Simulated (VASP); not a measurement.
A run of VASP 6.6.1:

INCAR

```
PREC = Accurate
ENCUT = 520
EDIFF = 1E-7
ISMEAR = 0
SIGMA = 0.05
LREAL = F
LASPH = T
NELM = 80
ALGO = Fast
ISIF = 2
LWAVE = F
LCHARG = F
GGA = PS
NBANDS = 44
```

KPOINTS

```
Automatic mesh
0
Gamma
  9 9 8
```

File POSCAR:

```
CoSn
1.0
    5.3489295771      0.0000000000      0.0000000000
   -2.6744647886      4.6323088969      0.0000000000
    0.0000000000      0.0000000000      4.2697207649
Co Sn
3 3
Direct
    0.0000000000      0.5000000000      0.0000000000
    0.5000000000      0.5000000000      0.0000000000
    0.5000000000      0.0000000000      0.0000000000
    0.6666666700      0.3333333300      0.5000000000
    0.3333333300      0.6666666700      0.5000000000
    0.0000000000      0.0000000000      0.0000000000
```

Potentials or basis: VASP PAW PBE potentials, release 64 (Co, Sn_d).

Launch:

```bash
$ cat potpaw_PBE.64/Co/POTCAR potpaw_PBE.64/Sn_d/POTCAR > POTCAR
$ mpirun -np 1 vasp_std > vasp.out
```

Hardware: 1 thread of AMD EPYC 7R13, with other jobs on the host.

How long does it take, and how much memory?

It took 12 min on 1 thread of AMD EPYC 7R13, on a shared host, peak memory 0.34 GiB. Counts: scf iterations 18, k points 60.
